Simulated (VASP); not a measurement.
A run of VASP 6.6.1 is set up as follows.

The input INCAR:

```
SYSTEM = Zr2CuO3
PREC = Accurate ; ENCUT = 520
EDIFF = 1E-6 ; ISMEAR = 0
SIGMA = 0.0632 ; LREAL = .False.
LASPH = .True. ; NELM = 150
ALGO = Normal ; ISIF = 2
LWAVE = .False. ; LCHARG = .False.
MAGMOM = 0 0 0 0 0 0 0 0 0 0 0 1 0 0 0 0 0 0 ; LORBIT = 11
LSORBIT = .True. ; GGA_COMPAT = .False.
LORBMOM = .True. ; LMAXMIX = 4
LDAU = .True. ; LDAUTYPE = 2
LDAUL = -1 2 -1 ; LDAUU = 0 4.35 0
LDAUJ = 0 0 0 ; LDAUPRINT = 1
GGA = PS ; NBANDS = 69
```

Contents of KPOINTS:

```
regular mesh
0
Gamma
  6 6 3
  0 0 0
```

File POSCAR:

```
Zr2CuO3
1.0
    3.1145166200      0.0000000000      0.0000000000
    0.0000000000      3.1145166200      0.0000000000
    0.0000000000      0.0000000000      6.8258714500
O Cu Zr
3 1 2
Direct
    0.5000000000      0.5000000000      0.0000000000
    0.0000000000      0.5000000000      0.3762811060
    0.5000000000      0.0000000000      0.6237188940
    0.0000000000      0.0000000000      0.0000000000
    0.0000000000      0.5000000000      0.7002449357
    0.5000000000      0.0000000000      0.2997550643
```

Potentials or basis: VASP PAW PBE potentials, release 64 (O, Cu, Zr_sv).

The run is started by

```console
$ cat potpaw_PBE.64/O/POTCAR potpaw_PBE.64/Cu/POTCAR potpaw_PBE.64/Zr_sv/POTCAR > POTCAR
$ mpirun -np 1 vasp_ncl > vasp.out
```

(1) Estimate the net moment.

(2) What does it give for the pressure?

Answers

(1) 0.00 μB per cell.

(2) 0.5 GPa.

Caveat: the PAW data sets were made with another functional, which shifts forces and pressure a little.
